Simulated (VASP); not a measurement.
Cu, 1 atom in the cell. Symmetry: I4/mmm, No. 139, tetragonal system. Conventional cell: a = 2.940 Å, b = 2.940 Å, c = 2.680 Å, α = 90.00°, β = 90.00°, γ = 90.00°. Within 3.3 Å of Cu (site symmetry 4/mmm) lie 14 Cu at 2.47 to 2.94 Å. 

* Program: VASP 6.6.1
* Task: single point
* Functional: LDA
* Potentials or basis: VASP PAW LDA potentials, release 64 (Cu)
* Cutoff: 520 eV
* k mesh: 24 × 24 × 24
* Occupations: gaussian, width 0.15 eV
* Spin: no spin polarisation
* Dipole correction: no
* Further INCAR settings: ALGO = Fast; EDIFF = 1e-07; NBANDS = 12

Potentials or basis: VASP PAW LDA potentials, release 64 (Cu).

Launch:

```console
$ cat potpaw_LDA.64/Cu/POTCAR > POTCAR
$ mpirun -np 1 vasp_std > vasp.out
```

Hardware: 1 thread of AMD EPYC 9R45 96-Core Processor (Zen 5), on a shared host.

Task: How long does it take, and how much memory?

Result: Run time: 73 s on 1 thread of AMD EPYC 9R45 96-Core Processor (Zen 5) (shared host), peak memory 0.21 GiB. Counts: scf iterations 14, k points 1063.
